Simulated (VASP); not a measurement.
# Rh (Fm-3m) in VASP: a series of runs

Rh is run at these levels: RPBE; tasks: single point, relaxation of cell and atoms.

Program: VASP 6.6.1. These are calculated values, not measurements. Logs are shortened: lines on timing, memory, paths and dates and some standing lists are left out, and cuts for length are marked.

## (1) The cell of the first run

The structure is cubic, space group Fm-3m (No. 225). Conventional cell: a = 3.796 Å, b = 3.796 Å, c = 3.796 Å, α = 90.00°, β = 90.00°, γ = 90.00°. Within 3.5 Å of Rh (site symmetry m-3m) lie 12 Rh at 2.68 Å.

## (2) Single point, RPBE

The input, INCAR:

```
SYSTEM = Rh
PREC     = Accurate       ! precision mode
ENCUT    = 500            ! plane-wave cutoff, eV
EDIFF    = 1E-6           ! SCF threshold, eV
ISMEAR   = 0              ! smearing method
SIGMA    = 0.1            ! smearing width, eV
LREAL    = .FALSE.        ! projectors in reciprocal space
LASPH    = .TRUE.         ! aspherical terms in the spheres
NELM     = 120            ! most SCF steps
ALGO     = Normal         ! electronic algorithm
ISIF     = 2              ! what is computed and relaxed
LWAVE    = .FALSE.        ! write WAVECAR
LCHARG   = .FALSE.        ! write CHGCAR
GGA      = RP             ! functional
NBANDS   = 14             ! bands
GGA_COMPAT= .FALSE.
```

The input, KPOINTS:

```
regular mesh
0
G
  8 8 8
  0 0 0
```

The input, POSCAR:

```
Rh
1.0
    0.0000000000      1.8978500000      1.8978500000
    1.8978500000      0.0000000000      1.8978500000
    1.8978500000      1.8978500000      0.0000000000
Rh
1
Direct
    0.0000000000      0.0000000000      0.0000000000
```

Potentials or basis: VASP PAW PBE potentials, release 64 (Rh_pv).

On the command line:

```bash
cat potpaw_PBE.64/Rh_pv/POTCAR > POTCAR
mpirun -np 1 vasp_std > vasp.out
```

OUTCAR:

```text
SYSTEM = Rh
   PREC = Accurate
   ENCUT = 500
   EDIFF = 1E-6
   ISMEAR = 0
   LREAL = .FALSE.
   LASPH = .TRUE.
   NELM = 120
   ISIF = 2
   GGA = RP

 ion  position               nearest neighbor table
   1  0.000  0.000  0.000-

  LATTYP: Found a face centered cubic cell.
 ALAT       =     3.7957000000

  Lattice vectors:

 A1 = (   0.0000000000,   1.8978500000,   1.8978500000)
 A2 = (   1.8978500000,   0.0000000000,   1.8978500000)
 A3 = (   1.8978500000,   1.8978500000,   0.0000000000)

Analysis of symmetry for initial positions (statically):
=====================================================================
 Subroutine PRICEL returns:
 Original cell was already a primitive cell.

 Routine SETGRP: Setting up the symmetry group for a
 face centered cubic supercell.

 Subroutine GETGRP returns: Found 48 space group operations
 (whereof 48 operations were pure point group operations)
 out of a pool of 48 trial point group operations.

The static configuration has the point symmetry O_h .

Analysis of symmetry for dynamics (positions and initial velocities):
=====================================================================
 Subroutine PRICEL returns:
 Original cell was already a primitive cell.

 Routine SETGRP: Setting up the symmetry group for a
 face centered cubic supercell.

 Subroutine GETGRP returns: Found 48 space group operations
 (whereof 48 operations were pure point group operations)
 out of a pool of 48 trial point group operations.

The dynamic configuration has the point symmetry O_h .

 Subroutine INISYM returns: Found 48 space group operations
 (whereof 48 operations are pure point group operations),
 and found     1 'primitive' translations

----------------------------------------------------------------------------------------

                                     Primitive cell

  volume of cell :      13.6715

  direct lattice vectors                    reciprocal lattice vectors
     0.000000000  1.897850000  1.897850000    -0.263456016  0.263456016  0.263456016
     1.897850000  0.000000000  1.897850000     0.263456016 -0.263456016  0.263456016
     1.897850000  1.897850000  0.000000000     0.263456016  0.263456016 -0.263456016

  length of vectors
     2.683965209  2.683965209  2.683965209     0.456319205  0.456319205  0.456319205

  position of ions in fractional coordinates (direct lattice)
     0.000000000  0.000000000  0.000000000

  ion indices of the primitive-cell ions
   primitive index   ion index
                 1           1

----------------------------------------------------------------------------------------

 KPOINTS: regular mesh

Automatic generation of k-mesh.
 Grid dimensions read from file:
 generate k-points for:    8    8    8

 Generating k-lattice:

  Cartesian coordinates                     Fractional coordinates (reciprocal lattice)
    -0.032932002  0.032932002  0.032932002     0.125000000  0.000000000  0.000000000
     0.032932002 -0.032932002  0.032932002     0.000000000  0.125000000  0.000000000
     0.032932002  0.032932002 -0.032932002     0.000000000  0.000000000  0.125000000

  Length of vectors
     0.057039901  0.057039901  0.057039901

  Shift w.r.t. Gamma in fractional coordinates (k-lattice)
     0.000000000  0.000000000  0.000000000

 Subroutine IBZKPT returns following result:
 ===========================================

 Found     29 irreducible k-points:

 Following reciprocal coordinates:
            Coordinates               Weight
  0.000000  0.000000  0.000000      1.000000
  0.125000  0.000000  0.000000      8.000000
  0.250000  0.000000  0.000000      8.000000
  0.375000  0.000000  0.000000      8.000000
  0.500000  0.000000  0.000000      4.000000
  0.125000  0.125000  0.000000      6.000000
[... 16 lines left out ...]
  0.500000  0.250000  0.125000     48.000000
 -0.375000  0.250000  0.125000     24.000000
 [... further k-points ...]
   k-points           NKPTS =     29   k-points in BZ     NKDIM =     29   number of bands    NBANDS=     14
   number of dos      NEDOS =    301   number of ions     NIONS =      1
   total plane-waves  NPLWV =   8000
   dimension x,y,z NGX =    20 NGY =   20 NGZ =   20
   dimension x,y,z NGXF=    40 NGYF=   40 NGZF=   40
   ions per type =               1
   NGX,Y,Z   is equivalent  to a cutoff of  12.39, 12.39, 12.39 a.u.
   NGXF,Y,Z  is equivalent  to a cutoff of  24.78, 24.78, 24.78 a.u.
 SYSTEM =  Rh
   PREC   = accura    normal or accurate (medium, high low for compatibility)
   ISTART =      0    job   : 0-new  1-cont  2-samecut
   ICHARG =      2    charge: 1-file 2-atom 10-const
   ISPIN  =      1    spin polarized calculation?
   LNONCOLLINEAR =      F non collinear calculations
   LSORBIT =      F    spin-orbit coupling
   LASPH  =      T    aspherical Exc in radial PAW
   ENCUT  =  500.0 eV  36.75 Ry    6.06 a.u.   4.89  4.89  4.89*2*pi/ulx,y,z
   NELM   =    120;   NELMIN=  2; NELMDL= -5     # of ELM steps
[... 23 lines left out ...]
  Thomas-Fermi vector in A             =   2.770792
   LORBIT       =      0    0 simple, 1 ext, 2 COOP (PROOUT), +10 PAW based schemes
   GGA     = RP    functional components
   LHFCALC =     F    Hartree Fock is set to
   AEXX    =    0.0000 exact exchange contribution
   IVDW    =     0    specifies the selected vdW correction
   LEPSILON=     F    determine dielectric tensor
   LRPA    =     F    only Hartree local field effects (RPA)
 non-spin polarized calculation
 Gauss-broadening in eV      SIGMA  =   0.10
  energy-cutoff  :      500.00
  volume of cell :       13.67
 maximum number of plane-waves:       360
   NGX =  9   NGY =  9   NGZ =  9

 number of electron      15.0000007 magnetization

 Free energy of the ion-electron system (eV)
  ---------------------------------------------------
  ext. energy  EPLUGINS =         0.00000000
  ---------------------------------------------------
  free energy    TOTEN  =        -6.56505681 eV

  energy without entropy =       -6.55563984  energy(sigma->0) =       -6.56034833

 E-fermi :  12.1234     XC(G=0): -13.9658

 val. band max:       12.0982058151   @ k =  -0.3750   0.2500   0.0000
 cond. band min:      12.1884198963   @ k =   0.3750   0.0000   0.0000
 fundamental gap:      0.0902140812
 Fermi energy:        12.1234372839

 k-point     1 :       0.0000    0.0000    0.0000
  band No.  band energies     occupation
      1     -34.2677      2.00000
      2     -34.2677      2.00000
      3     -34.2677      2.00000
      4       4.1296      2.00000
      5       9.0112      2.00000
      6       9.0112      2.00000
      7       9.0112      2.00000
      8      11.1150      2.00000
      9      11.1150      2.00000
     10      28.0821      0.00000
     11      32.7403      0.00000
     12      33.6079      0.00000
     13      33.6079      0.00000
     14      33.6079      0.00000

 k-point     2 :       0.1250    0.0000    0.0000
  band No.  band energies     occupation
      1     -34.3805      2.00000
      2     -34.2830      2.00000
      3     -34.2830      2.00000
      4       4.7353      2.00000
      5       8.7750      2.00000
      6       9.2274      2.00000
      7       9.2274      2.00000
      8      11.0144      2.00000
      9      11.0144      2.00000
     10      28.9051      0.00000
     11      31.0373      0.00000
     12      32.7407      0.00000
     13      34.5069      0.00000
     14      34.5069      0.00000

 k-point     3 :       0.2500    0.0000    0.0000
  band No.  band energies     occupation
      1     -34.6478      2.00000
      2     -34.3196      2.00000
      3     -34.3196      2.00000
      4       5.9191      2.00000
      5       8.8898      2.00000
      6       9.3744      2.00000
      7       9.3744      2.00000
      8      11.2780      2.00000
      9      11.2780      2.00000
     10      27.2650      0.00000
     11      29.6833      0.00000
     12      32.7400      0.00000
     13      36.6191      0.00000
     14      36.6191      0.00000
[... 324 lines left out ...]
 k-point    23 :       0.5000    0.2500    0.1250
  band No.  band energies     occupation
      1     -34.8527      2.00000
      2     -34.5409      2.00000
      3     -34.4101      2.00000
      4       7.1513      2.00000
      5       8.1761      2.00000
      6       8.7235      2.00000
      7      10.3818      2.00000
      8      11.9835      1.95213
      9      15.2780      0.00000
     10      23.8209      0.00000
     11      28.0522      0.00000
     12      29.9146      0.00000
     13      32.7409      0.00000
     14      34.5926      0.00000

 k-point    24 :      -0.3750    0.2500    0.1250
  band No.  band energies     occupation
      1     -34.9130      2.00000
      2     -34.5668      2.00000
      3     -34.4337      2.00000
      4       7.0800      2.00000
      5       7.9317      2.00000
      6       9.4349      2.00000
      7      10.0901      2.00000
      8      12.4922      0.00000
      9      17.5638      0.00000
     10      20.6315      0.00000
     11      28.2141      0.00000
     12      29.0401      0.00000
     13      32.7406      0.00000
     14      33.3702      0.00000

 [... further k-points ...]

------------------------ aborting loop because EDIFF is reached ----------------------------------------

  FORCE on cell =-STRESS in cart. coord.  units (eV):
  Direction    XX          YY          ZZ          XY          YZ          ZX
  --------------------------------------------------------------------------------------
  -------------------------------------------------------------------------------------
  Total        1.1295860      1.1295860      1.1295860      0.0000000      0.0000000      0.0000000
  in kB      132.3775137    132.3775137    132.3775137      0.0000000      0.0000000      0.0000000
  external PRESSURE =     132.3775137 kB  Pullay stress =       0.0000000 kB

 VOLUME and BASIS-vectors are now :
 -----------------------------------------------------------------------------
  energy-cutoff  :      500.00
  volume of cell :       13.67
      direct lattice vectors                 reciprocal lattice vectors
     0.000000000  1.897850000  1.897850000    -0.263456016  0.263456016  0.263456016
     1.897850000  0.000000000  1.897850000     0.263456016 -0.263456016  0.263456016
     1.897850000  1.897850000  0.000000000     0.263456016  0.263456016 -0.263456016

 POSITION                                       TOTAL-FORCE (eV/Angst)
 -----------------------------------------------------------------------------------
      0.00000      0.00000      0.00000        -0.000000     -0.000000     -0.000000
 -----------------------------------------------------------------------------------
    total drift:                                0.000000      0.000000      0.000000

  FREE ENERGIE OF THE ION-ELECTRON SYSTEM (eV)
  ---------------------------------------------------
  free  energy   TOTEN  =        -6.5650568142 eV

  energy  without entropy=       -6.5556398417  energy(sigma->0) =       -6.56034833
```

It took 6.3 s on 1 thread of Intel Xeon 6975P-C, shared host; peak memory 0.13 GiB.

Results:

```yaml
Free_energy: -6.5651 eV
Pressure: 13.2 GPa
```

Caveat: the PAW data sets were made with another functional, which shifts forces and pressure a little.

## (3) Single point, RPBE

This run uses another cell than the first one, of 14.35 Å³/atom, 1.050 times its volume.

The input, INCAR:

```
SYSTEM = Rh
ALGO = Normal
EDIFF = 1E-6
ENCUT = 500
GGA = RP
GGA_COMPAT = .FALSE.
ISIF = 2
ISMEAR = 0
LASPH = .TRUE.
LCHARG = .FALSE.
LREAL = .FALSE.
LWAVE = .FALSE.
NBANDS = 14
NELM = 120
PREC = Accurate
SIGMA = 0.1
```

The input, KPOINTS:

```
k-points
0
G
  8 8 8
  0 0 0
```

The input, POSCAR:

```
Rh
1.0
    0.0000000000      1.9287464600      1.9287464600
    1.9287464600      0.0000000000      1.9287464600
    1.9287464600      1.9287464600      0.0000000000
Rh
1
Direct
    0.0000000000      0.0000000000      0.0000000000
```

Potentials or basis: VASP PAW PBE potentials, release 64 (Rh_pv).

On the command line:

```bash
cat potpaw_PBE.64/Rh_pv/POTCAR > POTCAR
mpirun -np 1 vasp_std > vasp.out
```

Wall time 5.4 s (1 thread of Intel Xeon 6975P-C, shared host); peak memory 0.12 GiB.

It converged, with:

| Quantity | Value |
| --- | --- |
| Free energy | -6.5924 eV |
| Pressure | 0.3 GPa |

Levels at points of the mesh, in eV from the Fermi level:
| k point | band 4 | band 5 | band 6 | band 7 | band 8 | band 9 | band 10 | band 11 |
| --- | --- | --- | --- | --- | --- | --- | --- | --- |
| (0.00, 0.00, 0.00) | -7.64 | -2.89 | -2.89 | -2.89 | -0.94 | -0.94 | 15.99 | 20.76 |
| (0.50, 0.00, 0.00) | -5.77 | -2.95 | -2.95 | 0.51 | 0.51 | 0.78 | 8.23 | 15.48 |
| (0.50, 0.50, 0.00) | -5.93 | -5.58 | 0.49 | 0.90 | 0.90 | 3.22 | 11.75 | 13.09 |

Caveat: the PAW data sets were made with another functional, which shifts forces and pressure a little.

## (4) Relaxation of cell and atoms, RPBE

The input, INCAR:

```
SYSTEM = Rh
  PREC = Accurate
  ENCUT = 500
  EDIFF = 1E-7
  ISMEAR = 0
  SIGMA = 0.1
  LREAL = .FALSE.
  LASPH = .TRUE.
  NELM = 120
  ALGO = Normal
  ISIF = 3
  LWAVE = .FALSE.
  LCHARG = .FALSE.
  GGA = RP
  IBRION = 2
  NSW = 100
  EDIFFG = -0.05
  GGA_COMPAT = .FALSE.
  NELMIN = 4
```

The input, KPOINTS:

```
regular mesh
0
G
  8 8 8
  0 0 0
```

The input, POSCAR:

```
Rh
1.0
    0.0000000000      1.8978500000      1.8978500000
    1.8978500000      0.0000000000      1.8978500000
    1.8978500000      1.8978500000      0.0000000000
Rh
1
Direct
    0.0000000000      0.0000000000      0.0000000000
```

On the command line:

```bash
cat potpaw_PBE.64/Rh_pv/POTCAR > POTCAR
mpirun -np 1 vasp_std > vasp.out
```

It took 11 s on 1 thread of Intel Xeon 6975P-C, shared host; peak memory 0.13 GiB.

Results (log left out):

- Free energy: -6.5922 eV
- Relaxed volume: 14.39 Å³/atom
- Relaxed cell: a = 2.730 Å, b = 2.730 Å, c = 2.730 Å, α = 60.00°, β = 60.00°, γ = 60.00°
- Space group after relaxing (to 0.05 Å): Fm-3m (No. 225)
- Energy gained by relaxing: 27.1 meV/atom
- Ionic steps: 3
- Pressure after relaxing: -0.5 GPa

The path:
```tsv
step	energy change (eV)	largest force (eV/Å)	pressure (GPa)	volume (Å³)
1	0.0000	0.0000	13.24	13.67
2	0.0860	0.0000	-19.45	16.03
3	-0.0271	0.0000	-0.46	14.39
```

Final structure:
```
CELL_PARAMETERS angstrom
0.00000 1.93069 1.93069
1.93069 0.00000 1.93069
1.93069 1.93069 0.00000
ATOMIC_POSITIONS crystal
Rh 0.00000 0.00000 0.00000
```

Levels at points of the mesh, in eV from the Fermi level:
```
           k point  band 3  band 4  band 5  band 6  band 7  band 8  band 9  band 10  band 11
(0.00, 0.00, 0.00)  -46.30   -7.61   -2.87   -2.87   -2.87   -0.93   -0.93    15.99    21.22
(0.50, 0.00, 0.00)  -46.39   -5.75   -2.94   -2.94    0.51    0.51    0.78     8.20    15.48
(0.50, 0.50, 0.00)  -46.53   -5.90   -5.55    0.48    0.90    0.90    3.21    11.72    13.07
```

Caveat: the PAW data sets were made with another functional, which shifts forces and pressure a little.

## (5) Single point, RPBE

This run uses another cell than the first one, of 14.31 Å³/atom, 1.046 times its volume.

The input, INCAR:

```
SYSTEM = Rh
  PREC = Accurate
  ENCUT = 520
  EDIFF = 1E-7
  ISMEAR = 0
  SIGMA = 0.1
  LREAL = .False.
  LASPH = .True.
  NELM = 60
  ALGO = Normal
  ISIF = 2
  LWAVE = .False.
  LCHARG = .False.
  GGA = RP
  NBANDS = 14
```

The input, KPOINTS:

```
regular mesh
0
Gamma
  18 18 18
  0 0 0
```

The input, POSCAR:

```
Rh
1.0
    0.0000000000      1.9267529405      1.9267529405
    1.9267529405      0.0000000000      1.9267529405
    1.9267529405      1.9267529405      0.0000000000
Rh
1
Direct
    0.0000000000      0.0000000000      0.0000000000
```

On the command line:

```bash
cat potpaw_PBE.64/Rh_pv/POTCAR > POTCAR
mpirun -np 1 vasp_std > vasp.out
```

It took 21 s on 1 thread of AMD EPYC 9R45 (Zen 5), shared host; peak memory 0.11 GiB.

It converged, with:

```
Free energy : -6.6192 eV
Pressure    : 0.1 GPa
```

Levels at points of the mesh, in eV from the Fermi level:
```
           k point  band 4  band 5  band 6  band 7  band 8  band 9  band 10  band 11
(0.00, 0.00, 0.00)   -7.63   -2.89   -2.89   -2.89   -0.94   -0.94    16.02    20.71
(0.50, 0.00, 0.00)   -5.78   -2.96   -2.96    0.52    0.52    0.80     8.27    15.51
(0.50, 0.50, 0.00)   -5.94   -5.59    0.49    0.91    0.91    3.25    11.80    13.13
```

Caveat: the PAW data sets were made with another functional, which shifts forces and pressure a little.

## (6) Relaxation of cell and atoms, RPBE

This run uses another cell than the first one, of 14.35 Å³/atom, 1.050 times its volume.

The input, INCAR:

```
PREC = Accurate ; ENCUT = 600
EDIFF = 1E-6 ; ISMEAR = 0
SIGMA = 0.1 ; LREAL = False
LASPH = True ; NELM = 80
ALGO = Normal ; ISIF = 3
LWAVE = False ; LCHARG = False
GGA = RP ; IBRION = 2
NSW = 100 ; EDIFFG = -0.005
```

The input, KPOINTS:

```
regular mesh
0
Gamma
  18 18 18
```

The input, POSCAR:

```
Rh
1.0
    0.0000000000      1.9287464600      1.9287464600
    1.9287464600      0.0000000000      1.9287464600
    1.9287464600      1.9287464600      0.0000000000
Rh
1
Direct
    0.0000000000      0.0000000000      0.0000000000
```

Potentials or basis: VASP PAW PBE potentials, release 64 (Rh_pv).

On the command line:

```bash
cat potpaw_PBE.64/Rh_pv/POTCAR > POTCAR
mpirun -np 1 vasp_std > vasp.out
```

Wall time 53 s (1 thread of AMD EPYC 9R45 (Zen 5), shared host); peak memory 0.14 GiB.

Results (log left out):

* Free energy: -6.6198 eV
* Relaxed volume: 14.30 Å³/atom
* Relaxed cell: a = 2.725 Å, b = 2.725 Å, c = 2.725 Å, α = 60.00°, β = 60.00°, γ = 60.00°
* Space group after relaxing (to 0.05 Å): Fm-3m (No. 225)
* Energy gained by relaxing: 0.1 meV/atom
* Ionic steps: 3
* Pressure after relaxing: 0.0 GPa

Step by step:
| step | energy change (eV) | largest force (eV/Å) | pressure (GPa) | volume (Å³) |
| --- | --- | --- | --- | --- |
| 1 | 0.0000 | 0.0000 | -0.61 | 14.35 |
| 2 | 0.0001 | 0.0000 | 1.14 | 14.24 |
| 3 | -0.0001 | 0.0000 | 0.02 | 14.30 |

Final structure:
```xyz
1
Lattice="0.0000 1.9266 1.9266 1.9266 0.0000 1.9266 1.9266 1.9266 0.0000" Properties=species:S:1:pos:R:3 pbc="T T T"
Rh    0.0000    0.0000    0.0000
```

Levels at points of the mesh, in eV from the Fermi level:
```csv
k point,band 4,band 5,band 6,band 7,band 8,band 9,band 10,band 11
"(0.00, 0.00, 0.00)",-7.63,-2.89,-2.89,-2.89,-0.94,-0.94,16.02,20.71
"(0.50, 0.00, 0.00)",-5.78,-2.96,-2.96,0.52,0.52,0.80,8.27,15.51
"(0.50, 0.50, 0.00)",-5.94,-5.59,0.49,0.91,0.91,3.25,11.80,13.14
```

Caveat: the PAW data sets were made with another functional, which shifts forces and pressure a little.

## (7) Summary

| task | cell | k mesh | cutoff (eV) | gap on the mesh (eV) | pressure (GPa) | relaxed volume (Å³/atom) |
| --- | --- | --- | --- | --- | --- | --- |
| single point | a = 2.684 Å, angles 60.0°, 1 atom | 8 × 8 × 8 | 500 | none | 13.2 | - |
| single point | a = 2.728 Å, angles 60.0°, 1 atom | 8 × 8 × 8 | 500 | none | 0.3 | - |
| relaxation of cell and atoms | relaxed from a = 2.684 Å, angles 60.0°, 1 atom | 8 × 8 × 8 | 500 | none | -0.5 | 14.39 |
| single point | a = 2.725 Å, angles 60.0°, 1 atom | 18 × 18 × 18 | 520 | none | 0.1 | - |
| relaxation of cell and atoms | relaxed from a = 2.728 Å, angles 60.0°, 1 atom | 18 × 18 × 18 | 600 | none | 0.0 | 14.30 |

Alike in all rows: level RPBE; potentials or basis VASP PAW PBE potentials, release 64 (Rh_pv); no spin polarisation; smearing gaussian 0.1 eV.

Caveats: the PAW data sets were made with another functional, which shifts forces and pressure a little.

Total energies depend on the potentials used, so only differences within one code and one set of settings carry meaning.
